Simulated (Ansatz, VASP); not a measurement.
**Ba in VASP and in Ansatz**

```
Ba
1.0
     4.46035    0.00000    0.00000
    -2.23018    3.86278    0.00000
     0.00000    0.00000    7.35526
Ba
2
Direct
  0.33333 0.66667 0.75000
  0.66667 0.33333 0.25000
```

Alike in both runs: functional PBE; k mesh 12 × 12 × 8; occupations gaussian, width 0.1 eV; no spin polarisation.

Ansatz relaxed the structure, and its values are those at the end. VASP's run is a single point on that final structure, the one shown.

|  | VASP | Ansatz |
| --- | --- | --- |
| version | VASP 6.6.1 | Ansatz 0.2.0 |
| potentials or method | VASP PAW PBE potentials, release 64 (Ba_sv), cutoff 520 eV | scalar-relativistic, plane waves, PAW |
| valence electrons in the cell | 20 | 20 |

|  | VASP | Ansatz | Ansatz less VASP |
| --- | --- | --- | --- |
| gap on the k mesh at the Fermi level (eV) | none | none | - |
| pressure (GPa) | 0.1 | 0.0 | -0.05 |

A gap of «none» marks a metal or a gap that the smearing closes.

Spin-orbit coupling is off throughout.
